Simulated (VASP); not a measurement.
# Cu (Fm-3m) in VASP: a series of runs, part 2 of 2

VASP 6.6.1. Earlier steps stand in the parts before.

## 3. Single point, PBEsol-based screened hybrid

This run uses another cell than the first one, of 12.05 Å³/atom, 1.020 times its volume.

The input, POSCAR:

```
Cu
1.0
    0.0000000000      1.8194705475      1.8194705475
    1.8194705475      0.0000000000      1.8194705475
    1.8194705475      1.8194705475      0.0000000000
Cu
1
Direct
    0.0000000000      0.0000000000      0.0000000000
```

The input, INCAR.step1:

```
SYSTEM = Cu
ALGO     = Normal         ! electronic algorithm
EDIFF    = 1E-5           ! SCF threshold, eV
ENCUT    = 520            ! plane-wave cutoff, eV
GGA      = PE             ! functional
ISIF     = 2              ! what is computed and relaxed
ISMEAR   = -1             ! smearing method
LASPH    = .TRUE.         ! aspherical terms in the spheres
LCHARG   = .FALSE.        ! write CHGCAR
LREAL    = .FALSE.        ! projectors in reciprocal space
LWAVE    = .TRUE.         ! write WAVECAR
NBANDS   = 12             ! bands
NELM     = 60             ! most SCF steps
PREC     = Accurate       ! precision mode
SIGMA    = 0.05           ! smearing width, eV
```

The input, INCAR.step2:

```
SYSTEM = Cu
AEXX     = 0.25           ! exact-exchange fraction
ALGO     = Normal         ! electronic algorithm
EDIFF    = 1E-6           ! SCF threshold, eV
ENCUT    = 520            ! plane-wave cutoff, eV
GGA      = PS             ! functional
HFSCREEN = 0.207          ! screening, 1/A
ISIF     = 2              ! what is computed and relaxed
ISMEAR   = -1             ! smearing method
ISTART   = 1            
LASPH    = .TRUE.         ! aspherical terms in the spheres
LCHARG   = .FALSE.        ! write CHGCAR
LHFCALC  = .TRUE.         ! exact exchange
LREAL    = .FALSE.        ! projectors in reciprocal space
LWAVE    = .FALSE.        ! write WAVECAR
NBANDS   = 12             ! bands
NELM     = 60             ! most SCF steps
PREC     = Accurate       ! precision mode
PRECFOCK = Normal       
SIGMA    = 0.05           ! smearing width, eV
```

The input, KPOINTS:

```
k-points
0
G
  7 7 7
  0 0 0
```

Potentials or basis: VASP PAW PBE potentials, release 64 (Cu).

On the command line:

```bash
cat potpaw_PBE.64/Cu/POTCAR > POTCAR
cp INCAR.step1 INCAR
mpirun -np 1 vasp_std > vasp.out
cp INCAR.step2 INCAR
mpirun -np 1 vasp_std > vasp.out
```

OUTCAR:

```text
SYSTEM = Cu
   AEXX = 0.25
   EDIFF = 1E-6
   ENCUT = 520
   GGA = PS
   HFSCREEN = 0.207
   ISIF = 2
   ISMEAR = -1
   ISTART = 1
   LASPH = .TRUE.
   LHFCALC = .TRUE.
   LREAL = .FALSE.
   NELM = 60
   PREC = Accurate
   PRECFOCK = Normal

 ion  position               nearest neighbor table
   1  0.000  0.000  0.000-

  LATTYP: Found a face centered cubic cell.
 ALAT       =     3.6389410950

  Lattice vectors:

 A1 = (   0.0000000000,   1.8194705475,   1.8194705475)
 A2 = (   1.8194705475,   0.0000000000,   1.8194705475)
 A3 = (   1.8194705475,   1.8194705475,   0.0000000000)

Analysis of symmetry for initial positions (statically):
=====================================================================
 Subroutine PRICEL returns:
 Original cell was already a primitive cell.

 Routine SETGRP: Setting up the symmetry group for a
 face centered cubic supercell.

 Subroutine GETGRP returns: Found 48 space group operations
[... 9 lines left out ...]

 Routine SETGRP: Setting up the symmetry group for a
 face centered cubic supercell.

[... 157 lines left out ...]
 Fermi energy:         7.3441439246

 k-point     1 :       0.0000    0.0000    0.0000
  band No.  band energies     occupation
      1      -3.2488      2.00000
      2       2.5735      2.00000
      3       2.5735      2.00000
      4       2.5735      2.00000
      5       3.3690      2.00000
      6       3.3690      2.00000
      7      30.5946      0.00000
      8      33.4091      0.00000
      9      33.4091      0.00000
     10      33.4091      0.00000
     11      36.0256      0.00000
     12      36.0256      0.00000
[... 271 lines left out ...]
 k-point    20 :      -0.2857    0.4286    0.1429
  band No.  band energies     occupation
      1       1.4828      2.00000
      2       1.8426      2.00000
      3       2.4373      2.00000
      4       3.4030      2.00000
      5       4.1653      2.00000
      6      12.6829      0.00000
      7      13.2299      0.00000
      8      16.1804      0.00000
      9      19.6861      0.00000
     10      32.4532      0.00000
     11      38.7805      0.00000
     12      39.1077      0.00000

------------------------ aborting loop because EDIFF is reached ----------------------------------------

  FORCE on cell =-STRESS in cart. coord.  units (eV):
  Direction    XX          YY          ZZ          XY          YZ          ZX
  --------------------------------------------------------------------------------------
  -------------------------------------------------------------------------------------
  Total       -0.4961028     -0.4961028     -0.4961028      0.0000000     -0.0000000      0.0000000
  in kB      -65.9807433    -65.9807433    -65.9807433      0.0000000     -0.0000000      0.0000000
  external PRESSURE =     -65.9807433 kB  Pullay stress =       0.0000000 kB

 VOLUME and BASIS-vectors are now :
 -----------------------------------------------------------------------------
  energy-cutoff  :      520.00
  volume of cell :       12.05
      direct lattice vectors                 reciprocal lattice vectors
     0.000000000  1.819470547  1.819470547    -0.274805218  0.274805218  0.274805218
     1.819470547  0.000000000  1.819470547     0.274805218 -0.274805218  0.274805218
     1.819470547  1.819470547  0.000000000     0.274805218  0.274805218 -0.274805218

 POSITION                                       TOTAL-FORCE (eV/Angst)
 -----------------------------------------------------------------------------------
      0.00000      0.00000      0.00000        -0.000000     -0.000000     -0.000000
 -----------------------------------------------------------------------------------
    total drift:                                0.000000     -0.000000     -0.000000

  FREE ENERGIE OF THE ION-ELECTRON SYSTEM (eV)
  ---------------------------------------------------
  free  energy   TOTEN  =        -4.0991518500 eV

  energy  without entropy=       -4.0978744921  energy(sigma->0) =       -4.09851317
```

OSZICAR.step1:

```text
N       E                     dE             d eps       ncg     rms          rms(c)
DAV:   1     0.443622151410E+02    0.44362E+02   -0.54396E+03   536   0.154E+03
DAV:   2    -0.331029572285E+01   -0.47673E+02   -0.44031E+02   488   0.208E+02
DAV:   3    -0.464435973226E+01   -0.13341E+01   -0.13286E+01   560   0.409E+01
DAV:   4    -0.465167197299E+01   -0.73122E-02   -0.73116E-02   580   0.266E+00
DAV:   5    -0.465173443723E+01   -0.62464E-04   -0.62464E-04   556   0.255E-01    0.765E+00
DAV:   6    -0.416853418821E+01    0.48320E+00   -0.14848E+01   568   0.720E+01    0.404E+00
DAV:   7    -0.377979813667E+01    0.38874E+00   -0.23544E+00   560   0.289E+01    0.518E-01
DAV:   8    -0.377083892328E+01    0.89592E-02   -0.63698E-03   600   0.150E+00    0.357E-01
DAV:   9    -0.376862788036E+01    0.22110E-02   -0.14098E-02   584   0.206E+00    0.337E-02
DAV:  10    -0.376862490960E+01    0.29708E-05   -0.59169E-05   624   0.131E-01
   1 F= -.37686249E+01 E0= -.37680261E+01  d E =-.119756E-02
```

It took 16 min on 1 thread of Intel Xeon Platinum 8375C at 2.90GHz (Ice Lake), shared host; peak memory 0.22 GiB.

What came out:

```yaml
Free_energy: -4.0992 eV
Pressure: -6.6 GPa
```

Caveat: the k points lie up to 0.43 Å⁻¹ apart; the PAW data sets were made with another functional, which shifts forces and pressure a little.
